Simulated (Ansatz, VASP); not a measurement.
Ga2O3: VASP beside Ansatz

```xyz
10
Lattice="2.5003 1.4436 4.4827 -2.5003 1.4436 4.4827 0.0000 -2.8871 4.4827" Properties=species:S:1:pos:R:3 pbc="T T T"
Ga    0.0000    0.0000    4.7834
Ga    0.0000    0.0000    1.9406
Ga    0.0000    0.0000    8.6646
Ga    0.0000    0.0000   11.5074
O    -0.9861    1.4436    7.8447
O    -0.7571   -1.5758    7.8447
O     1.7432    0.1322    7.8447
O     0.9861   -1.4436    5.6033
O     0.7571    1.5758    5.6033
O    -1.7432   -0.1322    5.6033
```

Alike in both runs: task single point; functional PBEsol; k mesh 6 × 6 × 6; occupations gaussian, width 0.02 eV; no spin polarisation.

|  | VASP | Ansatz |
| --- | --- | --- |
| version | VASP 6.6.1 | Ansatz 0.2.0 |
| potentials or method | VASP PAW PBE potentials, release 64 (Ga_d, O), cutoff 520 eV | scalar-relativistic, plane waves, PAW |
| valence electrons in the cell | 88 | 88 |

|  | VASP | Ansatz | Ansatz less VASP |
| --- | --- | --- | --- |
| gap on the k mesh at the Fermi level (eV) | 2.70 | 2.70 | -0.006 |
| least direct gap on the mesh (eV) | 2.96 | 2.95 | -0.007 |
| pressure (GPa) | 0.7 | 0.0 | -0.75 |
| rms of the force components (eV/Å) | 0.012 | 0.001 | -0.0117 |

VASP's potentials were made for PBE, not for PBEsol. Atom by atom the forces differ by 0.012 eV/Å (rms over components).
